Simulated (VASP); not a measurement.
# DyO2 (P6/mmm) in VASP: further runs

Runs on DyO2. Level: PBE. Tasks: single point, relaxation of cell and atoms.

All numbers are computed with VASP 6.6.1; they aren't measurements. Logs are shortened: lines on timing, memory, paths and dates and some standing lists are left out, and cuts for length are marked.

**1. The cell of the first run**

Symmetry: P6/mmm, No. 191, hexagonal system. Conventional cell: a = 3.669 Å, b = 3.669 Å, c = 2.980 Å, α = 90.00°, β = 90.00°, γ = 120.00°. Dy (site symmetry 6/mmm) has 12 O at 2.59 Å and 2 Dy at 2.98 Å within 3.4 Å. O (site symmetry -6m2) has 3 O at 2.12 Å and 6 Dy at 2.59 Å within 2.8 Å.

The cell was built from a structure type or drawn by symmetry, and may not be a known phase.

**2. Single point, PBE**

Contents of INCAR:

```
PREC = Accurate ; ENCUT = 600
EDIFF = 1E-6 ; ISMEAR = 0
SIGMA = 0.1 ; LREAL = False
LASPH = True ; NELM = 200
ALGO = Normal ; ISIF = 2
LWAVE = False ; LCHARG = False
GGA = PE ; NBANDS = 18
GGA_COMPAT = False ; LMAXMIX = 6
```

Contents of KPOINTS:

```
Automatic mesh
0
Gamma
  12 12 16
```

Contents of POSCAR:

```
DyO2
1.0
    3.6692381254      0.0000000000      0.0000000000
   -1.8346190627      3.1776534291      0.0000000000
    0.0000000000      0.0000000000      2.9801069117
Dy O
1 2
Direct
    0.0000000000      0.0000000000      0.0000000000
    0.3333333333      0.6666666667      0.5000000000
    0.6666666667      0.3333333333      0.5000000000
```

Potentials or basis: VASP PAW PBE potentials, release 64 (Dy_3, O), 4f in core.

Launch:

```bash
cat potpaw_PBE.64/Dy_3/POTCAR potpaw_PBE.64/O/POTCAR > POTCAR
mpirun -np 1 vasp_std > vasp.out
```

OUTCAR:

```text
PREC = Accurate
   ENCUT = 600
   EDIFF = 1E-6
   ISMEAR = 0
   LREAL = False
   LASPH = True
   NELM = 200
   ISIF = 2
   GGA = PE

 ion  position               nearest neighbor table
   1  0.000  0.000  0.000-   2 2.59   3 2.59   2 2.59   3 2.59   2 2.59   2 2.59   3 2.59   3 2.59
                             3 2.59   3 2.59   2 2.59   2 2.59
   2  0.333  0.667  0.500-   1 2.59   1 2.59   1 2.59   1 2.59   1 2.59   1 2.59
   3  0.667  0.333  0.500-   1 2.59   1 2.59   1 2.59   1 2.59   1 2.59   1 2.59

  LATTYP: Found a hexagonal cell.
 ALAT       =     3.6692381254
 C/A-ratio  =     0.8121868382

  Lattice vectors:

 A1 = (   3.6692381254,   0.0000000000,   0.0000000000)
 A2 = (  -1.8346190627,   3.1776534291,   0.0000000000)
 A3 = (   0.0000000000,   0.0000000000,   2.9801069117)

Analysis of symmetry for initial positions (statically):
=====================================================================
 Subroutine PRICEL returns:
 Original cell was already a primitive cell.

 Routine SETGRP: Setting up the symmetry group for a
 hexagonal supercell.

 Subroutine GETGRP returns: Found 24 space group operations
 (whereof 24 operations were pure point group operations)
 out of a pool of 24 trial point group operations.

The static configuration has the point symmetry D_6h.

Analysis of symmetry for dynamics (positions and initial velocities):
=====================================================================
 Subroutine PRICEL returns:
 Original cell was already a primitive cell.

 Routine SETGRP: Setting up the symmetry group for a
 hexagonal supercell.

 Subroutine GETGRP returns: Found 24 space group operations
 (whereof 24 operations were pure point group operations)
 out of a pool of 24 trial point group operations.

The dynamic configuration has the point symmetry D_6h.

 Subroutine INISYM returns: Found 24 space group operations
 (whereof 24 operations are pure point group operations),
 and found     1 'primitive' translations

----------------------------------------------------------------------------------------

                                     Primitive cell

  volume of cell :      34.7468

  direct lattice vectors                    reciprocal lattice vectors
     3.669238125  0.000000000  0.000000000     0.272536141  0.157348815  0.000000000
    -1.834619063  3.177653429  0.000000000     0.000000000  0.314697629  0.000000000
     0.000000000  0.000000000  2.980106912     0.000000000  0.000000000  0.335558431

  length of vectors
     3.669238125  3.669238125  2.980106912     0.314697629  0.314697629  0.335558431

  position of ions in fractional coordinates (direct lattice)
     0.000000000  0.000000000  0.000000000
     0.333333333  0.666666667  0.500000000
     0.666666667  0.333333333  0.500000000

  ion indices of the primitive-cell ions
   primitive index   ion index
                 1           1
                 2           2
                 3           3

----------------------------------------------------------------------------------------

 KPOINTS: Automatic mesh

Automatic generation of k-mesh.
 Grid dimensions read from file:
 generate k-points for:   12   12   16

 Generating k-lattice:

  Cartesian coordinates                     Fractional coordinates (reciprocal lattice)
     0.022711345  0.013112401  0.000000000     0.083333333 -0.000000000  0.000000000
     0.000000000  0.026224802  0.000000000     0.000000000  0.083333333  0.000000000
     0.000000000  0.000000000  0.020972402     0.000000000  0.000000000  0.062500000

  Length of vectors
     0.026224802  0.026224802  0.020972402

  Shift w.r.t. Gamma in fractional coordinates (k-lattice)
     0.000000000  0.000000000  0.000000000

 Subroutine IBZKPT returns following result:
 ===========================================

 Found    171 irreducible k-points:

 Following reciprocal coordinates:
            Coordinates               Weight
  0.000000  0.000000  0.000000      1.000000
  0.083333 -0.000000  0.000000      6.000000
  0.166667 -0.000000  0.000000      6.000000
  0.250000 -0.000000  0.000000      6.000000
  0.333333 -0.000000  0.000000      6.000000
  0.416667 -0.000000  0.000000      6.000000
[... 16 lines left out ...]
  0.250000 -0.000000  0.062500     12.000000
  0.333333 -0.000000  0.062500     12.000000
 [... further k-points ...]
   k-points           NKPTS =    171   k-points in BZ     NKDIM =    171   number of bands    NBANDS=     18
   number of dos      NEDOS =    301   number of ions     NIONS =      3
   total plane-waves  NPLWV =  21600
   dimension x,y,z NGX =    30 NGY =   30 NGZ =   24
   dimension x,y,z NGXF=    60 NGYF=   60 NGZF=   48
   ions per type =               1   2
   NGX,Y,Z   is equivalent  to a cutoff of  13.59, 13.59, 13.39 a.u.
   NGXF,Y,Z  is equivalent  to a cutoff of  27.18, 27.18, 26.78 a.u.
 SYSTEM =  unknown system
   PREC   = accura    normal or accurate (medium, high low for compatibility)
   ISTART =      0    job   : 0-new  1-cont  2-samecut
   ICHARG =      2    charge: 1-file 2-atom 10-const
   ISPIN  =      1    spin polarized calculation?
   LNONCOLLINEAR =      F non collinear calculations
   LSORBIT =      F    spin-orbit coupling
   LASPH  =      T    aspherical Exc in radial PAW
   ENCUT  =  600.0 eV  44.10 Ry    6.64 a.u.   7.33  7.33  5.95*2*pi/ulx,y,z
   NELM   =    200;   NELMIN=  2; NELMDL= -5     # of ELM steps
   EDIFF  = 0.1E-05   stopping-criterion for ELM
   LREAL  =      F    real-space projection
   EDIFFG = 0.1E-04   stopping-criterion for IOM
   NSW    =      0    number of steps for IOM
   IBRION =     -1    ionic relax: 0-MD 1-quasi-New 2-CG
   NFREE  =      0    steps in history (QN), initial steepest desc. (CG)
   ISIF   =      2    stress and relaxation
   ISYM   =      2    0-nonsym 1-usesym 2-fastsym
   POTIM  = 0.5000    time-step for ionic-motion
   TEBEG  =    0.0;   TEEND  =   0.0 temperature during run
   PSTRESS=    0.0 pullay stress
   NELECT =      21.0000    total number of electrons
   NUPDOWN=      -1.0000    fix difference up-down
   EMIN   =  10.00;   EMAX   =-10.00  energy-range for DOS
   EFERMI =   0.00;   METHOD = LEGACY
   ISMEAR =     0;   SIGMA  =   0.10  broadening in eV -4-tet -1-fermi 0-gaus
   EFERMI_NEDOS =   21; number of points for ismear=-14 and -15
   IALGO  =     38    algorithm
   IMIX   =      4    mixing-type and parameters
     AMIX     =   0.40;   BMIX     =  1.00
     AMIX_MAG =   1.60;   BMIX_MAG =  1.00
  volume/ion in A,a.u.               =      11.58        78.16
  Fermi-wavevector in a.u.,A,eV,Ry     =   1.384129  2.615624 26.066212  1.915813
  Thomas-Fermi vector in A             =   2.508662
   LORBIT       =      0    0 simple, 1 ext, 2 COOP (PROOUT), +10 PAW based schemes
   GGA     = PE    functional components
   LHFCALC =     F    Hartree Fock is set to
   AEXX    =    0.0000 exact exchange contribution
   IVDW    =     0    specifies the selected vdW correction
   LEPSILON=     F    determine dielectric tensor
   LRPA    =     F    only Hartree local field effects (RPA)
 non-spin polarized calculation
 Gauss-broadening in eV      SIGMA  =   0.10
  energy-cutoff  :      600.00
  volume of cell :       34.75
 maximum number of plane-waves:      1182
 NGX is ok and might be reduce to    30
   NGX = 15   NGY = 15   NGZ = 11

 number of electron      20.9999992 magnetization

 Free energy of the ion-electron system (eV)
  ---------------------------------------------------
  ext. energy  EPLUGINS =         0.00000000
  ---------------------------------------------------
  free energy    TOTEN  =       -20.14704089 eV

  energy without entropy =      -20.14223664  energy(sigma->0) =      -20.14463876

 E-fermi :   4.9477     XC(G=0): -11.9129

 val. band max:        4.9340469965   @ k =   0.5000  -0.0000   0.1875
 cond. band min:       4.9689918383   @ k =   0.2500   0.1667   0.0000
 fundamental gap:      0.0349448418
 Fermi energy:         4.9477259059

 k-point     1 :       0.0000    0.0000    0.0000
  band No.  band energies     occupation
      1     -17.9659      2.00000
      2     -17.9659      2.00000
      3     -17.6143      2.00000
      4     -14.7073      2.00000
      5     -10.6498      2.00000
      6      -0.5071      2.00000
[... 10 lines left out ...]
     17      11.5876      0.00000
     18      20.4656      0.00000

 k-point     2 :       0.0833   -0.0000    0.0000
  band No.  band energies     occupation
      1     -18.0380      2.00000
      2     -17.9738      2.00000
      3     -17.6106      2.00000
      4     -14.5881      2.00000
      5     -10.7449      2.00000
      6      -0.4826      2.00000
[... 10 lines left out ...]
     17      11.6463      0.00000
     18      20.7301      0.00000

 k-point     3 :       0.1667   -0.0000    0.0000
  band No.  band energies     occupation
      1     -18.2159      2.00000
      2     -17.9950      2.00000
      3     -17.6006      2.00000
      4     -14.2733      2.00000
      5     -10.9996      2.00000
      6      -0.4183      2.00000
[... 10 lines left out ...]
     17      11.8257      0.00000
     18      20.8316      0.00000

 k-point     4 :       0.2500   -0.0000    0.0000
  band No.  band energies     occupation
      1     -18.4260      2.00000
      2     -18.0238      2.00000
      3     -17.5870      2.00000
      4     -13.8489      2.00000
      5     -11.3473      2.00000
      6      -0.3366      2.00000
[... 375 lines left out ...]
      4     -14.2260      2.00000
      5     -10.9890      2.00000
      6      -0.4041      2.00000
[... 10 lines left out ...]
     17      11.8190      0.00000
     18      20.9987      0.00000

 k-point    23 :       0.2500   -0.0000    0.0625
  band No.  band energies     occupation
      1     -18.4139      2.00000
      2     -18.0155      2.00000
      3     -17.6655      2.00000
      4     -13.8212      2.00000
      5     -11.3369      2.00000
      6      -0.3393      2.00000
[... 10 lines left out ...]
     17      12.1115      0.00000
     18      20.0955      0.00000

 k-point    24 :       0.3333   -0.0000    0.0625
  band No.  band energies     occupation
      1     -18.5929      2.00000
      2     -18.0439      2.00000
      3     -17.6473      2.00000
      4     -13.3809      2.00000
      5     -11.7184      2.00000
      6      -0.2825      2.00000
[... 10 lines left out ...]
     17      12.4851      0.00000
     18      18.2998      0.00000

 [... further k-points ...]
[... 5 lines left out ...]
  --------------------------------------------------------------------------------------
  -------------------------------------------------------------------------------------
  Total       -0.1299435     -0.1299435     -0.0687717      0.0000000      0.0000000      0.0000000
  in kB       -5.9917098     -5.9917098     -3.1710707      0.0000000      0.0000000      0.0000000
  external PRESSURE =      -5.0514968 kB  Pullay stress =       0.0000000 kB

 VOLUME and BASIS-vectors are now :
 -----------------------------------------------------------------------------
  energy-cutoff  :      600.00
  volume of cell :       34.75
      direct lattice vectors                 reciprocal lattice vectors
     3.669238125  0.000000000  0.000000000     0.272536141  0.157348815  0.000000000
    -1.834619063  3.177653429  0.000000000     0.000000000  0.314697629  0.000000000
     0.000000000  0.000000000  2.980106912     0.000000000  0.000000000  0.335558431

 POSITION                                       TOTAL-FORCE (eV/Angst)
 -----------------------------------------------------------------------------------
      0.00000      0.00000      0.00000        -0.000000     -0.000000      0.000000
     -0.00000      2.11844      1.49005         0.000000      0.000000      0.000000
      1.83462      1.05922      1.49005        -0.000000      0.000000      0.000000
 -----------------------------------------------------------------------------------
    total drift:                                0.000000      0.000000      0.000000

  FREE ENERGIE OF THE ION-ELECTRON SYSTEM (eV)
  ---------------------------------------------------
  free  energy   TOTEN  =       -20.1470408867 eV

  energy  without entropy=      -20.1422366415  energy(sigma->0) =      -20.14463876
```

It took 54 s on 1 thread of Intel Xeon 6975P-C (Granite Rapids), shared host; peak memory 0.25 GiB.

What came out:

| Property | Result |
| --- | --- |
| Free energy | -20.1470 eV |
| Pressure | -0.5 GPa |
| Band gap on the k mesh | zero (an odd number of electrons rules out a gap without spin polarisation) |

Caveat: spin-orbit coupling is left out, which moves the levels of the heavy elements; the 4f electrons are frozen in the core, so they carry no moment and show no levels; an odd number of electrons without spin polarisation forces a metal; a magnetic or distorted state may lie lower; the run has no spin polarisation, though such a crystal can be magnetic. Spin polarisation is off, so any magnetic state and its effect on volume and gap are missing.

**3. Relaxation of cell and atoms, PBE**

Contents of INCAR:

```
PREC     = Accurate       # precision mode
ENCUT    = 600            # plane-wave cutoff, eV
EDIFF    = 1E-7           # SCF threshold, eV
ISMEAR   = 0              # smearing method
SIGMA    = 0.1            # smearing width, eV
LREAL    = False          # projectors in reciprocal space
LASPH    = True           # aspherical terms in the spheres
NELM     = 200            # most SCF steps
ALGO     = Normal         # electronic algorithm
ISIF     = 3              # what is computed and relaxed
LWAVE    = False          # write WAVECAR
LCHARG   = False          # write CHGCAR
GGA      = PE             # functional
IBRION   = 2              # ionic algorithm
NSW      = 100            # ionic steps
EDIFFG   = -0.01          # ionic threshold
GGA_COMPAT= False        
NELMIN   = 4            
LMAXMIX  = 6              # l up to which the mixer works
```

Contents of KPOINTS:

```
regular mesh
0
Gamma
  12 12 16
```

Contents of POSCAR:

```
DyO2
1.0
    3.6690805724      0.0000000000      0.0000000000
   -1.8345402862      3.1775169842      0.0000000000
    0.0000000000      0.0000000000      2.9824625982
Dy O
1 2
Direct
    0.0000000000      0.0000000000      0.0000000000
    0.3333333333      0.6666666667      0.5000000000
    0.6666666667      0.3333333333      0.5000000000
```

Potentials or basis: VASP PAW PBE potentials, release 64 (Dy_3, O), 4f in core.

Launch:

```bash
cat potpaw_PBE.64/Dy_3/POTCAR potpaw_PBE.64/O/POTCAR > POTCAR
mpirun -np 1 vasp_std > vasp.out
```

It took 90 s on 1 thread of Intel Xeon 6975P-C (Granite Rapids), shared host; peak memory 0.25 GiB.

Results (log left out):

```yaml
Free_energy: -20.1473 eV
Relaxed_volume: 11.55 Å³/atom
Relaxed_cell: a = 3.665 Å, b = 3.665 Å, c = 2.978 Å, α = 90.00°, β = 90.00°, γ = 120.00°
Space_group_after_relaxing_to_0.1_Å: P6/mmm (No. 191)
Energy_gained_by_relaxing: 0.1 meV/atom
Ionic_steps: 3
Pressure_after_relaxing: 0.0 GPa
Band_gap_on_the_k_mesh: zero (an odd number of electrons rules out a gap without spin polarisation)
```

Stress tensor (GPa, compression positive):
```
 0.04  0.00  0.00
 0.00  0.04  0.00
 0.00  0.00 -0.10
```

The path:
```tsv
step	energy change (eV)	largest force (eV/Å)	pressure (GPa)	volume (Å³)
1	0.0000	0.0000	-0.59	34.77
2	-0.0002	0.0000	0.36	34.56
3	-0.0003	0.0000	-0.01	34.64
```

Final structure:
```
Dy O
1.0
     3.66453    0.00000    0.00000
    -1.83226    3.17358    0.00000
     0.00000    0.00000    2.97826
Dy O
1 2
Direct
  0.00000 0.00000 0.00000
  0.33333 0.66667 0.50000
  0.66667 0.33333 0.50000
```

Levels at points of the mesh, in eV from the Fermi level:
```csv
k point,band 9,band 10,band 11,band 12,band 13,band 14
"(0.00, 0.00, 0.00)",-0.73,-0.72,-0.72,-0.35,4.03,5.82
"(0.50, 0.00, 0.00)",-1.65,-0.78,-0.19,1.00,3.97,6.15
"(0.00, 0.00, 0.50)",-2.50,-2.50,-2.18,3.10,3.10,6.28
"(0.50, 0.00, 0.50)",-3.47,-1.10,0.44,5.05,5.82,6.08
```

Caveat: spin-orbit coupling is left out, which moves the levels of the heavy elements; the 4f electrons are frozen in the core, so they carry no moment and show no levels; an odd number of electrons without spin polarisation forces a metal; a magnetic or distorted state may lie lower; the run has no spin polarisation, though such a crystal can be magnetic. Spin polarisation is off, so any magnetic state and its effect on volume and gap are missing.
